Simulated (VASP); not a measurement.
Input of a VASP 6.6.1 run:

INCAR

```
SYSTEM = SbPt
ALGO = Normal
EDIFF = 1E-6
ENCUT = 520
GGA = PS
ISIF = 2
ISMEAR = -1
LASPH = .True.
LCHARG = .False.
LREAL = .False.
LWAVE = .False.
NBANDS = 23
NELM = 60
PREC = Accurate
SIGMA = 0.1
```

The input KPOINTS:

```
k-points
0
Gamma
  8 8 6
  0 0 0
```

File POSCAR:

```
SbPt
1.0
    4.1694279776      0.0000000000      0.0000000000
   -2.0847139888      3.6108305479      0.0000000000
    0.0000000000      0.0000000000      5.4789156746
Sb Pt
2 2
Direct
    0.3333333333      0.6666666667      0.2500000000
    0.6666666667      0.3333333333      0.7500000000
    0.0000000000      0.0000000000      0.0000000000
    0.0000000000      0.0000000000      0.5000000000
```

Potentials or basis: VASP PAW PBE potentials, release 64 (Sb, Pt).

Command:

```console
$ cat potpaw_PBE.64/Sb/POTCAR potpaw_PBE.64/Pt/POTCAR > POTCAR
$ mpirun -np 1 vasp_std > vasp.out
```

What does it give for the pressure?

-0.2 GPa.

What does it give for the band gap on the k mesh?

Zero (bands 15 and 16 overlap by 3.77 eV).

Caveat: the PAW data sets were made with another functional, which shifts forces and pressure a little; spin-orbit coupling is left out, which moves the levels of the heavy elements.
